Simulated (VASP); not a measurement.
# Sc (I4/mmm) in VASP: single point with PBE

Aim: the single point of Sc with PBE.

Program: VASP 6.6.1. These are calculated values, not measurements. Logs are shortened: lines on timing, memory, paths and dates and some standing lists are left out, and cuts for length are marked.

### 1 The cell of the first run

Symmetry: I4/mmm, No. 139, tetragonal system. The conventional cell has a = 3.209 Å, b = 3.209 Å, c = 4.130 Å, α = 90.00°, β = 90.00°, γ = 90.00°. Within 4.0 Å of Sc (site symmetry 4/mmm) lie 12 Sc at 3.07 to 3.21 Å.

### 2 Single point, PBE (strained)

Input file INCAR:

```
SYSTEM = Sc
  ALGO = Normal
  EDIFF = 1E-7
  ENCUT = 520
  GGA = PE
  ISIF = 2
  ISMEAR = 0
  LASPH = .TRUE.
  LCHARG = .TRUE.
  LELF = .TRUE.
  LREAL = .FALSE.
  LVHAR = .TRUE.
  LWAVE = .FALSE.
  NBANDS = 12
  NELM = 80
  PREC = Accurate
  SIGMA = 0.1
```

Input file KPOINTS:

```
k-points
0
G
  14 14 14
  0 0 0
```

Input file POSCAR:

```
Sc
1.0
    0.0000000000      2.2692285200      2.2692285200
    2.0648835200      0.0000000000      2.2692285200
    2.0648835200      2.2692285200      0.0000000000
Sc
1
Direct
    0.0000000000      0.0000000000      0.0000000000
```

Potentials or basis: VASP PAW PBE potentials, release 64 (Sc_sv).

Run with:

```
cat potpaw_PBE.64/Sc_sv/POTCAR > POTCAR
mpirun -np 1 vasp_std > vasp.out
```

OUTCAR:

```text
SYSTEM = Sc
   EDIFF = 1E-7
   ENCUT = 520
   GGA = PE
   ISIF = 2
   ISMEAR = 0
   LASPH = .TRUE.
   LREAL = .FALSE.
   NELM = 80
   PREC = Accurate

 ion  position               nearest neighbor table
   1  0.000  0.000  0.000-

  LATTYP: Found a body centered tetragonal cell.
 ALAT       =     3.2091737491
 C/A-ratio  =     1.2868630255

  Lattice vectors:

 A1 = (  -2.0648835200,   0.0000000000,  -2.2692285200)
 A2 = (  -2.0648835200,   0.0000000000,   2.2692285200)
 A3 = (   2.0648835200,   2.2692285200,   0.0000000000)

Analysis of symmetry for initial positions (statically):
=====================================================================
 Subroutine PRICEL returns:
 Original cell was already a primitive cell.

 Routine SETGRP: Setting up the symmetry group for a
 body centered tetragonal supercell.

 Subroutine GETGRP returns: Found 16 space group operations
 (whereof 16 operations were pure point group operations)
 out of a pool of 16 trial point group operations.

The static configuration has the point symmetry D_4h.

Analysis of symmetry for dynamics (positions and initial velocities):
=====================================================================
 Subroutine PRICEL returns:
 Original cell was already a primitive cell.

 Routine SETGRP: Setting up the symmetry group for a
 body centered tetragonal supercell.

 Subroutine GETGRP returns: Found 16 space group operations
 (whereof 16 operations were pure point group operations)
 out of a pool of 16 trial point group operations.

The dynamic configuration has the point symmetry D_4h.

 Subroutine INISYM returns: Found 16 space group operations
 (whereof 16 operations are pure point group operations),
 and found     1 'primitive' translations

----------------------------------------------------------------------------------------

                                     Primitive cell

  volume of cell :      21.2658

  direct lattice vectors                    reciprocal lattice vectors
     0.000000000  2.269228520  2.269228520    -0.242144409  0.220339201  0.220339201
     2.064883520  0.000000000  2.269228520     0.242144409 -0.220339201  0.220339201
     2.064883520  2.269228520  0.000000000     0.242144409  0.220339201 -0.220339201

  length of vectors
     3.209173749  3.068084423  3.068084423     0.394629753  0.394629753  0.394629753

  position of ions in fractional coordinates (direct lattice)
     0.000000000  0.000000000  0.000000000

  ion indices of the primitive-cell ions
   primitive index   ion index
                 1           1

----------------------------------------------------------------------------------------

 KPOINTS: k-points

Automatic generation of k-mesh.
 Grid dimensions read from file:
 generate k-points for:   14   14   14

 Generating k-lattice:

  Cartesian coordinates                     Fractional coordinates (reciprocal lattice)
    -0.017296029  0.015738514  0.015738514     0.071428571  0.000000000  0.000000000
     0.017296029 -0.015738514  0.015738514     0.000000000  0.071428571  0.000000000
     0.017296029  0.015738514 -0.015738514     0.000000000  0.000000000  0.071428571

  Length of vectors
     0.028187840  0.028187840  0.028187840

  Shift w.r.t. Gamma in fractional coordinates (k-lattice)
     0.000000000  0.000000000  0.000000000

 Subroutine IBZKPT returns following result:
 ===========================================

 Found    244 irreducible k-points:

 Following reciprocal coordinates:
            Coordinates               Weight
  0.000000  0.000000  0.000000      1.000000
  0.071429  0.000000  0.000000      8.000000
  0.142857  0.000000  0.000000      8.000000
  0.214286  0.000000  0.000000      8.000000
  0.285714  0.000000  0.000000      8.000000
  0.357143  0.000000  0.000000      8.000000
[... 16 lines left out ...]
  0.214286  0.142857 -0.000000     16.000000
  0.285714  0.142857  0.000000     16.000000
 [... further k-points ...]
   k-points           NKPTS =    244   k-points in BZ     NKDIM =    244   number of bands    NBANDS=     12
   number of dos      NEDOS =    301   number of ions     NIONS =      1
   total plane-waves  NPLWV =  13824
   dimension x,y,z NGX =    24 NGY =   24 NGZ =   24
   dimension x,y,z NGXF=    48 NGYF=   48 NGZF=   48
   ions per type =               1
   NGX,Y,Z   is equivalent  to a cutoff of  12.43, 13.00, 13.00 a.u.
   NGXF,Y,Z  is equivalent  to a cutoff of  24.87, 26.01, 26.01 a.u.
 SYSTEM =  Sc
   PREC   = accura    normal or accurate (medium, high low for compatibility)
   ISTART =      0    job   : 0-new  1-cont  2-samecut
   ICHARG =      2    charge: 1-file 2-atom 10-const
   ISPIN  =      1    spin polarized calculation?
   LNONCOLLINEAR =      F non collinear calculations
   LSORBIT =      F    spin-orbit coupling
   LASPH  =      T    aspherical Exc in radial PAW
   ENCUT  =  520.0 eV  38.22 Ry    6.18 a.u.   5.97  5.70  5.70*2*pi/ulx,y,z
   NELM   =     80;   NELMIN=  2; NELMDL= -5     # of ELM steps
   EDIFF  = 0.1E-06   stopping-criterion for ELM
   LREAL  =      F    real-space projection
   EDIFFG = 0.1E-05   stopping-criterion for IOM
   NSW    =      0    number of steps for IOM
   IBRION =     -1    ionic relax: 0-MD 1-quasi-New 2-CG
   NFREE  =      0    steps in history (QN), initial steepest desc. (CG)
   ISIF   =      2    stress and relaxation
   ISYM   =      2    0-nonsym 1-usesym 2-fastsym
   POTIM  = 0.5000    time-step for ionic-motion
   TEBEG  =    0.0;   TEEND  =   0.0 temperature during run
   PSTRESS=    0.0 pullay stress
   NELECT =      11.0000    total number of electrons
   NUPDOWN=      -1.0000    fix difference up-down
   EMIN   =  10.00;   EMAX   =-10.00  energy-range for DOS
   EFERMI =   0.00;   METHOD = LEGACY
   ISMEAR =     0;   SIGMA  =   0.10  broadening in eV -4-tet -1-fermi 0-gaus
   EFERMI_NEDOS =   21; number of points for ismear=-14 and -15
   IALGO  =     38    algorithm
   IMIX   =      4    mixing-type and parameters
     AMIX     =   0.40;   BMIX     =  1.00
     AMIX_MAG =   1.60;   BMIX_MAG =  1.00
  volume/ion in A,a.u.               =      21.27       143.51
  Fermi-wavevector in a.u.,A,eV,Ry     =   1.314150  2.483384 23.497141  1.726991
  Thomas-Fermi vector in A             =   2.444423
   LORBIT       =      0    0 simple, 1 ext, 2 COOP (PROOUT), +10 PAW based schemes
   GGA     = PE    functional components
   LHFCALC =     F    Hartree Fock is set to
   AEXX    =    0.0000 exact exchange contribution
   IVDW    =     0    specifies the selected vdW correction
   LEPSILON=     F    determine dielectric tensor
   LRPA    =     F    only Hartree local field effects (RPA)
 non-spin polarized calculation
 Gauss-broadening in eV      SIGMA  =   0.10
  energy-cutoff  :      520.00
  volume of cell :       21.27
 maximum number of plane-waves:       588
   NGX = 11   NGY = 11   NGZ = 11

 number of electron      11.0000000 magnetization

 Free energy of the ion-electron system (eV)
  ---------------------------------------------------
  ext. energy  EPLUGINS =         0.00000000
  ---------------------------------------------------
  free energy    TOTEN  =        -6.10185161 eV

  energy without entropy =       -6.09352615  energy(sigma->0) =       -6.09768888

 E-fermi :   4.6706     XC(G=0): -10.4813

 val. band max:        4.6695507534   @ k =  -0.1429   0.2143   0.2143
 cond. band min:       4.6740288332   @ k =  -0.3571   0.2143  -0.0000
 fundamental gap:      0.0044780798
 Fermi energy:         4.6706255859

 k-point     1 :       0.0000    0.0000    0.0000
  band No.  band energies     occupation
      1     -44.4059      2.00000
      2     -22.7112      2.00000
      3     -22.7104      2.00000
      4     -22.7104      2.00000
      5      -0.7803      2.00000
      6       6.2592      0.00000
      7       6.2592      0.00000
      8       6.8997      0.00000
      9       7.6636      0.00000
     10       8.4224      0.00000
     11      18.1258      0.00000
     12      21.3417      0.00000

 k-point     2 :       0.0714    0.0000    0.0000
  band No.  band energies     occupation
      1     -44.4004      2.00000
      2     -22.7444      2.00000
      3     -22.7166      2.00000
      4     -22.7130      2.00000
      5      -0.6312      2.00000
      6       6.2102      0.00000
      7       6.3115      0.00000
      8       6.8869      0.00000
      9       7.6397      0.00000
     10       8.3672      0.00000
     11      18.2897      0.00000
     12      20.6942      0.00000

 k-point     3 :       0.1429    0.0000    0.0000
  band No.  band energies     occupation
      1     -44.3850      2.00000
      2     -22.8379      2.00000
      3     -22.7336      2.00000
      4     -22.7189      2.00000
      5      -0.2001      2.00000
      6       5.9987      0.00000
      7       6.4081      0.00000
      8       6.9320      0.00000
      9       7.6409      0.00000
     10       8.2477      0.00000
     11      18.5012      0.00000
     12      19.3046      0.00000
[... 286 lines left out ...]
 k-point    23 :       0.2143    0.1429   -0.0000
  band No.  band energies     occupation
      1     -44.3645      2.00000
      2     -22.9155      2.00000
      3     -22.7748      2.00000
      4     -22.7551      2.00000
      5       0.4066      2.00000
      6       5.4654      0.00000
      7       6.6635      0.00000
      8       7.1270      0.00000
      9       7.3723      0.00000
     10       8.4623      0.00000
     11      18.6903      0.00000
     12      19.3132      0.00000

 k-point    24 :       0.2857    0.1429    0.0000
  band No.  band energies     occupation
      1     -44.3433      2.00000
      2     -23.0295      2.00000
      3     -22.7932      2.00000
      4     -22.7783      2.00000
      5       1.0766      2.00000
      6       5.2135      0.00000
      7       6.2789      0.00000
      8       7.2369      0.00000
      9       7.7831      0.00000
     10       8.6075      0.00000
     11      17.1658      0.00000
     12      18.9746      0.00000

 [... further k-points ...]
[... 5 lines left out ...]
  --------------------------------------------------------------------------------------
  -------------------------------------------------------------------------------------
  Total        1.4924787      1.1743763      1.1743763     -0.0000000      0.0000000     -0.0000000
  in kB      112.4441054     88.4781092     88.4781092     -0.0000000      0.0000000     -0.0000000
  external PRESSURE =      96.4667746 kB  Pullay stress =       0.0000000 kB

 VOLUME and BASIS-vectors are now :
 -----------------------------------------------------------------------------
  energy-cutoff  :      520.00
  volume of cell :       21.27
      direct lattice vectors                 reciprocal lattice vectors
     0.000000000  2.269228520  2.269228520    -0.242144409  0.220339201  0.220339201
     2.064883520  0.000000000  2.269228520     0.242144409 -0.220339201  0.220339201
     2.064883520  2.269228520  0.000000000     0.242144409  0.220339201 -0.220339201

 POSITION                                       TOTAL-FORCE (eV/Angst)
 -----------------------------------------------------------------------------------
      0.00000      0.00000      0.00000         0.000000      0.000000      0.000000
 -----------------------------------------------------------------------------------
    total drift:                               -0.000000      0.000000      0.000000

  FREE ENERGIE OF THE ION-ELECTRON SYSTEM (eV)
  ---------------------------------------------------
  free  energy   TOTEN  =        -6.1018516147 eV

  energy  without entropy=       -6.0935261537  energy(sigma->0) =       -6.09768888
```

It took 50 s on 1 thread of AMD EPYC 9R45 (Zen 5), shared host; peak memory 0.15 GiB.

Results:

| Quantity | Value |
| --- | --- |
| Free energy | -6.1019 eV |
| Pressure | 9.6 GPa |

Stress tensor (GPa, compression positive):
```
11.24  0.00  0.00
 0.00  8.85  0.00
 0.00  0.00  8.85
```

Levels at points of the mesh, in eV from the Fermi level:
| k point | band 3 | band 4 | band 5 | band 6 | band 7 | band 8 |
| --- | --- | --- | --- | --- | --- | --- |
| (0.00, 0.00, 0.00) | -27.38 | -27.38 | -5.45 | 1.59 | 1.59 | 2.23 |
| (0.50, 0.00, 0.00) | -27.50 | -27.42 | -1.95 | 0.57 | 1.22 | 2.06 |
| (0.50, 0.50, 0.00) | -27.63 | -27.52 | -1.90 | -0.72 | 2.01 | 4.44 |
| (0.00, 0.50, 0.50) | -27.67 | -27.67 | -1.81 | -1.05 | 3.60 | 4.51 |

Caveat: the cell differs from its parent crystal (strained).
